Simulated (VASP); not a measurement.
Input of a VASP 6.6.1 run:

POSCAR

```
MgO
1.0
    2.0601569344      2.0601569344      0.0000000000
   -2.0601569344      2.0601569344      0.0000000000
    0.0000000000      0.0000000000      4.2548547298
Mg O
2 2
Direct
    0.0000000000      0.0000000000      0.0000000000
    0.5000000000      0.5000000000      0.5000000000
    0.5000000000      0.5000000000      0.0000000000
    0.0000000000      0.0000000000      0.5000000000
```

File INCAR.step1:

```
SYSTEM = MgO
PREC = Accurate ; ENCUT = 520
ISMEAR = 0 ; SIGMA = 0.02
LREAL = .False. ; LASPH = .True.
NELM = 60 ; NBANDS = 16
GGA = PE ; ALGO = Normal
EDIFF = 1E-4 ; LWAVE = .True.
LCHARG = .False.
```

File INCAR.step2:

```
SYSTEM = MgO
PREC = Accurate ; ENCUT = 520
EDIFF = 1E-6 ; ISMEAR = 0
SIGMA = 0.02 ; LREAL = .False.
LASPH = .True. ; NELM = 60
ALGO = Normal ; ISIF = 2
LWAVE = .False. ; LCHARG = .False.
METAGGA = R2SCAN ; LMIXTAU = .True.
NBANDS = 16 ; ISTART = 1
```

Contents of KPOINTS:

```
regular mesh
0
Gamma
  8 8 6
  0 0 0
```

Potentials or basis: VASP PAW PBE potentials, release 64 (Mg, O).

The run is started by

```sh
$ cat potpaw_PBE.64/Mg/POTCAR potpaw_PBE.64/O/POTCAR > POTCAR
$ cp INCAR.step1 INCAR
$ mpirun -np 1 vasp_std > vasp.out
$ cp INCAR.step2 INCAR
$ mpirun -np 1 vasp_std > vasp.out
```

**Question.** Predict the band gap on the k mesh.

**Answer.** 5.90 eV.

**Question.** What does it give for the pressure?

**Answer.** 4.3 GPa.

Stress tensor (GPa, compression positive):
```
 6.85  0.00  0.00
 0.00  6.85  0.00
 0.00  0.00 -0.93
```

Caveat: the cell differs from its parent crystal (biaxial strain in the a-b plane: -2.0 %); the cell stands under pressure; the PAW data sets were made with another functional, which shifts forces and pressure a little.
